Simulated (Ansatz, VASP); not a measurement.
**One calculation of CsGeF3, two programs**

```
CELL_PARAMETERS angstrom
4.49652 0.00000 0.00000
0.00000 4.49652 0.00000
0.00000 0.00000 4.49652
ATOMIC_POSITIONS crystal
Cs 0.00000 0.00000 0.00000
Ge 0.50000 0.50000 0.50000
F 0.50000 0.50000 0.00000
F 0.50000 0.00000 0.50000
F 0.00000 0.50000 0.50000
```

Alike in both runs: task single point; functional HSE06; k mesh 4 × 4 × 4; no spin polarisation.

|  | VASP | Ansatz |
| --- | --- | --- |
| version | VASP 6.6.1 | Ansatz 0.2.0 |
| potentials or method | VASP PAW PBE potentials, release 64 (Cs_sv, Ge_d, F) | plane waves, PAW |
| plane-wave cutoff (eV) | 520 | 420 |
| occupations | gaussian, width 0.01 eV | fixed |
| valence electrons in the cell | 44 | 44 |

|  | VASP | Ansatz | Ansatz less VASP |
| --- | --- | --- | --- |
| gap on the k mesh at the Fermi level (eV) | 2.77 | 2.79 | +0.021 |
| pressure (GPa) | 1.2 | 1.2 | 0.00 |

Ansatz's warnings: stress exchange threshold loose, stress scf threshold loose.

Neither program's run includes spin-orbit coupling.
